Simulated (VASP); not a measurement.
A run of VASP 6.6.1 is set up as follows.

The input INCAR:

```
  PREC = Accurate
  ENCUT = 500
  EDIFF = 1E-6
  ISMEAR = -1
  SIGMA = 0.02
  LREAL = F
  LASPH = T
  NELM = 120
  ALGO = Normal
  ISIF = 2
  LWAVE = F
  LCHARG = F
  GGA = PE
  NBANDS = 31
  GGA_COMPAT = F
```

KPOINTS

```
Automatic mesh
0
Gamma
  4 4 4
```

Contents of POSCAR:

```
Ga2SbP
1.0
    4.0926218747      0.0000000000      0.0000000000
    0.0000000000      4.0926218747      0.0000000000
    0.0000000000      0.0000000000      5.8034925813
P Ga Sb
1 2 1
Direct
    0.0000000000      0.0000000000      0.0000000000
    0.0000000000      0.5000000000      0.7759653733
    0.5000000000      0.0000000000      0.2240346267
    0.5000000000      0.5000000000      0.5000000000
```

Potentials or basis: VASP PAW PBE potentials, release 64 (P, Ga_d, Sb_d_GW).

Run with:

```sh
$ cat potpaw_PBE.64/P/POTCAR potpaw_PBE.64/Ga_d/POTCAR potpaw_PBE.64/Sb_d_GW/POTCAR > POTCAR
$ mpirun -np 1 vasp_std > vasp.out
```

Problem. What does it give for the largest force?

Solution. 0.059 eV/Å.

Problem. Predict the band gap on the k mesh.

Solution. 0.14 eV.

Problem. Estimate the pressure.

Solution. 2.3 GPa.

Forces in eV/Å, atoms in the order of the input:
```
P    0.000  0.000  0.000
Ga   0.000  0.000  0.059
Ga   0.000  0.000 -0.059
Sb   0.000  0.000  0.000
```

Caveat: semilocal functionals underestimate gaps, and a narrow one can read as zero; spin-orbit coupling is left out, which moves the levels of the heavy elements. A k mesh can miss the band edges.
